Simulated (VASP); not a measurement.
# Y (P6_3/mmc) in VASP: further runs, part 3 of 3

VASP 6.6.1. The steps go on from the part before.

### Step 6. Electric field gradients, LDA (volume scaled by 0.99)

INCAR

```
SYSTEM = Y
PREC     = Accurate       ! precision mode
ENCUT    = 520            ! plane-wave cutoff, eV
EDIFF    = 1E-8           ! SCF threshold, eV
ISMEAR   = -1             ! smearing method
SIGMA    = 0.08           ! smearing width, eV
LREAL    = .False.        ! projectors in reciprocal space
LASPH    = .True.         ! aspherical terms in the spheres
NELM     = 80             ! most SCF steps
ALGO     = Normal         ! electronic algorithm
ISIF     = 2              ! what is computed and relaxed
LWAVE    = .False.        ! write WAVECAR
LCHARG   = .False.        ! write CHGCAR
GGA      = CA             ! functional
LEFG     = .True.       
NBANDS   = 18             ! bands
```

KPOINTS

```
Automatic mesh
0
Gamma
  12 12 7
  0 0 0
```

POSCAR

```
Y
1.0
    3.6392867738      0.0000000000      0.0000000000
   -1.8196433869      3.1517147978      0.0000000000
    0.0000000000      0.0000000000      5.7281777828
Y
2
Direct
    0.3333333333      0.6666666667      0.2500000000
    0.6666666667      0.3333333333      0.7500000000
```

Potentials or basis: VASP PAW LDA potentials, release 64 (Y_sv).

Command:

```bash
$ cat potpaw_LDA.64/Y_sv/POTCAR > POTCAR
$ mpirun -np 1 vasp_std > vasp.out
```

OUTCAR:

```text
SYSTEM = Y
   PREC = Accurate
   ENCUT = 520
   EDIFF = 1E-8
   ISMEAR = -1
   LREAL = .False.
   LASPH = .True.
   NELM = 80
   ISIF = 2
   GGA = CA

 ion  position               nearest neighbor table
   1  0.333  0.667  0.250-   2 3.55   2 3.55   2 3.55   2 3.55   2 3.55   2 3.55
   2  0.667  0.333  0.750-   1 3.55   1 3.55   1 3.55   1 3.55   1 3.55   1 3.55

  LATTYP: Found a hexagonal cell.
 ALAT       =     3.6392867738
 C/A-ratio  =     1.5739836234

  Lattice vectors:

 A1 = (   3.6392867738,   0.0000000000,   0.0000000000)
 A2 = (  -1.8196433869,   3.1517147978,   0.0000000000)
 A3 = (   0.0000000000,   0.0000000000,   5.7281777828)

Analysis of symmetry for initial positions (statically):
=====================================================================
 Subroutine PRICEL returns:
 Original cell was already a primitive cell.

 Routine SETGRP: Setting up the symmetry group for a
 hexagonal supercell.

 Subroutine GETGRP returns: Found 24 space group operations
 (whereof 12 operations were pure point group operations)
 out of a pool of 24 trial point group operations.

The static configuration has the point symmetry D_3d.
 The point group associated with its full space group is D_6h.

Analysis of symmetry for dynamics (positions and initial velocities):
=====================================================================
 Subroutine PRICEL returns:
 Original cell was already a primitive cell.

 Routine SETGRP: Setting up the symmetry group for a
 hexagonal supercell.

 Subroutine GETGRP returns: Found 24 space group operations
 (whereof 12 operations were pure point group operations)
 out of a pool of 24 trial point group operations.

The dynamic configuration has the point symmetry D_3d.
 The point group associated with its full space group is D_6h.

 Subroutine INISYM returns: Found 24 space group operations
 (whereof 12 operations are pure point group operations),
 and found     1 'primitive' translations

----------------------------------------------------------------------------------------

                                     Primitive cell

  volume of cell :      65.7022

  direct lattice vectors                    reciprocal lattice vectors
     3.639286774  0.000000000  0.000000000     0.274779115  0.158643796  0.000000000
    -1.819643387  3.151714798  0.000000000     0.000000000  0.317287592  0.000000000
     0.000000000  0.000000000  5.728177783     0.000000000  0.000000000  0.174575587

  length of vectors
     3.639286774  3.639286774  5.728177783     0.317287592  0.317287592  0.174575587

  position of ions in fractional coordinates (direct lattice)
     0.333333333  0.666666667  0.250000000
     0.666666667  0.333333333  0.750000000

  ion indices of the primitive-cell ions
   primitive index   ion index
                 1           1
                 2           2

----------------------------------------------------------------------------------------

 KPOINTS: Automatic mesh

[... 74 lines left out ...]
   ISYM   =      2    0-nonsym 1-usesym 2-fastsym
   POTIM  = 0.5000    time-step for ionic-motion
   TEBEG  =    0.0;   TEEND  =   0.0 temperature during run
   PSTRESS=    0.0 pullay stress
   NELECT =      22.0000    total number of electrons
   NUPDOWN=      -1.0000    fix difference up-down
   EMIN   =  10.00;   EMAX   =-10.00  energy-range for DOS
   EFERMI =   0.00;   METHOD = LEGACY
   ISMEAR =    -1;   SIGMA  =   0.08  broadening in eV -4-tet -1-fermi 0-gaus
   EFERMI_NEDOS =   21; number of points for ismear=-14 and -15
   IALGO  =     38    algorithm
   IMIX   =      4    mixing-type and parameters
     AMIX     =   0.40;   BMIX     =  1.00
     AMIX_MAG =   1.60;   BMIX_MAG =  1.00
  volume/ion in A,a.u.               =      32.85       221.69
  Fermi-wavevector in a.u.,A,eV,Ry     =   1.136813  2.148266 17.583416  1.292345
  Thomas-Fermi vector in A             =   2.273518
   LORBIT       =      0    0 simple, 1 ext, 2 COOP (PROOUT), +10 PAW based schemes
   GGA     = CA    functional components
   LHFCALC =     F    Hartree Fock is set to
   AEXX    =    0.0000 exact exchange contribution
   IVDW    =     0    specifies the selected vdW correction
   LEPSILON=     F    determine dielectric tensor
   LRPA    =     F    only Hartree local field effects (RPA)
 non-spin polarized calculation
  energy-cutoff  :      520.00
  volume of cell :       65.70
 maximum number of plane-waves:      1788
 NGX is ok and might be reduce to    28
   NGX = 13   NGY = 13   NGZ = 21

 number of electron      22.0000001 magnetization

 Free energy of the ion-electron system (eV)
  ---------------------------------------------------
  ext. energy  EPLUGINS =         0.00000000
  ---------------------------------------------------
  free energy    TOTEN  =       -13.85705691 eV

  energy without entropy =      -13.77329455  energy(sigma->0) =      -13.81517573

 E-fermi :   2.8274     XC(G=0):  -9.6409

 val. band max:        2.8082892978   @ k =   0.3333   0.0000   0.4286
 cond. band min:       2.8278969048   @ k =   0.2500   0.2500   0.4286
 fundamental gap:      0.0196076069
 Fermi energy:         2.8273675997

 k-point     1 :       0.0000    0.0000    0.0000
  band No.  band energies     occupation
      1     -39.6285      2.00000
      2     -39.5539      2.00000
      3     -20.0335      2.00000
      4     -19.5486      2.00000
      5     -19.5486      2.00000
      6     -19.4588      2.00000
[... 481 lines left out ...]
      5     -19.7527      2.00000
      6     -19.6331      2.00000
[... 10 lines left out ...]
     17       6.6410      0.00000
     18       6.8475      0.00000

 [... further k-points ...]

------------------------ aborting loop because EDIFF is reached ----------------------------------------

  FORCE on cell =-STRESS in cart. coord.  units (eV):
  Direction    XX          YY          ZZ          XY          YZ          ZX
  --------------------------------------------------------------------------------------
  -------------------------------------------------------------------------------------
  Total       -1.4277676     -1.4277676     -1.6634997      0.0000000     -0.0000000      0.0000000
  in kB      -34.8167667    -34.8167667    -40.5652000      0.0000000     -0.0000000      0.0000000
  external PRESSURE =     -36.7329112 kB  Pullay stress =       0.0000000 kB

 VOLUME and BASIS-vectors are now :
 -----------------------------------------------------------------------------
  energy-cutoff  :      520.00
  volume of cell :       65.70
      direct lattice vectors                 reciprocal lattice vectors
     3.639286774  0.000000000  0.000000000     0.274779115  0.158643796  0.000000000
    -1.819643387  3.151714798  0.000000000     0.000000000  0.317287592  0.000000000
     0.000000000  0.000000000  5.728177783     0.000000000  0.000000000  0.174575587

 POSITION                                       TOTAL-FORCE (eV/Angst)
 -----------------------------------------------------------------------------------
     -0.00000      2.10114      1.43204        -0.000000      0.000000      0.000000
      1.81964      1.05057      4.29613         0.000000     -0.000000      0.000000
 -----------------------------------------------------------------------------------
    total drift:                                0.000000     -0.000000      0.000000

  FREE ENERGIE OF THE ION-ELECTRON SYSTEM (eV)
  ---------------------------------------------------
  free  energy   TOTEN  =       -13.8570569118 eV

  energy  without entropy=      -13.7732945460  energy(sigma->0) =      -13.81517573

 Electric field gradients (V/A^2)
---------------------------------------------------------------------
 ion       V_xx      V_yy      V_zz      V_xy      V_xz      V_yz
---------------------------------------------------------------------
   1     -12.586   -12.586    25.172     0.000    -0.000     0.000
   2     -12.586   -12.586    25.172     0.000     0.000    -0.000
---------------------------------------------------------------------

 Electric field gradients after diagonalization (V/A^2)
 (convention: |V_zz| > |V_xx| > |V_yy|)
----------------------------------------------------------------------
 ion       V_xx      V_yy      V_zz     asymmetry (V_yy - V_xx)/ V_zz
----------------------------------------------------------------------
   1     -12.586   -12.586    25.172       0.000
   2     -12.586   -12.586    25.172       0.000
----------------------------------------------------------------------

           NMR quadrupolar parameters

 Cq : quadrupolar parameter    Cq=e*Q*V_zz/h
 eta: asymmetry parameters     (V_yy - V_xx)/ V_zz
 Q  : nuclear electric quadrupole moment in mb (millibarn)
----------------------------------------------------------------------
 ion       Cq(MHz)       eta       Q (mb)
----------------------------------------------------------------------
   1       0.061       0.000       1.000
   2       0.061       0.000       1.000
----------------------------------------------------------------------
```

Wall time 53 s (1 thread of Intel Xeon Platinum 8488C (Sapphire Rapids), shared host); peak memory 0.22 GiB.

What came out:

| Item | Value |
| --- | --- |
| Free energy | -13.8571 eV |
| Pressure | -3.7 GPa |
| Band gap on the k mesh | zero (band 11 reaches 3.77 eV, above the bottom of band 12 at 2.42 eV) |

Levels at points of the mesh, in eV from the Fermi level:
```
           k point  band 8  band 9  band 10  band 11  band 12  band 13  band 14  band 15
(0.00, 0.00, 0.00)  -22.26   -4.68    -1.89     0.95     1.70     1.70     1.96     2.29
(0.50, 0.00, 0.00)  -22.35   -1.68    -1.20    -0.83    -0.05     1.37     1.42     2.01
```

Electric field gradients, principal values (V/Å²):
| atom | least | middle | greatest (by size) |
| --- | --- | --- | --- |
| 1 Y | -12.586 | -12.586 | 25.172 |
| 2 Y | -12.586 | -12.586 | 25.172 |

Caveat: without QUAD_EFG the Cq values of the log hold for a quadrupole moment of 1 mb, not for the nuclei.

### Step 7. The runs side by side

```csv
cell,gap on the mesh (eV),pressure (GPa)
"a = 3.723, b = 3.723, c = 5.860 Å, angles 90.0, 90.0, 120.0°, 2 atoms",none,-5.7
"a = 3.602, b = 3.602, c = 5.670 Å, angles 90.0, 90.0, 120.0°, 2 atoms",none,-2.6
"a = 3.639, b = 3.639, c = 5.728 Å, angles 90.0, 90.0, 120.0°, 2 atoms",none,-3.7
```

Alike in all rows: task electric field gradients; level LDA; potentials or basis VASP PAW LDA potentials, release 64 (Y_sv); no spin polarisation; k mesh 12 × 12 × 7; cutoff (eV) 520; smearing fermi-dirac 0.08 eV.

Absolute energies hang on the potentials; compare differences alone.
